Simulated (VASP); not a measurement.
A run of VASP 6.6.1 is set up as follows.

File INCAR:

```
SYSTEM = Rh
  ALGO = Fast
  EDIFF = 1E-7
  ENCUT = 520
  GGA = PE
  ISIF = 2
  ISMEAR = 0
  LASPH = .TRUE.
  LCHARG = .FALSE.
  LREAL = .FALSE.
  LWAVE = .FALSE.
  NBANDS = 22
  NELM = 60
  PREC = Accurate
  SIGMA = 0.15
```

Contents of KPOINTS:

```
k-points
0
G
  18 18 10
  0 0 0
```

File POSCAR:

```
Rh
1.0
    2.8339000000      0.0000000000      0.0000000000
   -1.4169500000      2.4542293918      0.0000000000
    0.0000000000      0.0000000000      4.6658000000
Rh
2
Direct
    0.6666666667      0.3333333333      0.7500000000
    0.3333333333      0.6666666667      0.2500000000
```

Potentials or basis: VASP PAW PBE potentials, release 64 (Rh_pv).

Run with:

```sh
$ cat potpaw_PBE.64/Rh_pv/POTCAR > POTCAR
$ mpirun -np 1 vasp_std > vasp.out
```

Q: What does it give for the band gap on the k mesh?

A: Zero (bands 15 and 16 overlap by 1.86 eV).

Q: What does it give for the pressure?

A: -24.6 GPa.

Stress tensor (GPa, compression positive):
```
-23.41   0.00   0.00
  0.00 -23.41   0.00
  0.00   0.00 -26.84
```

Caveat: the cell stands under tension.
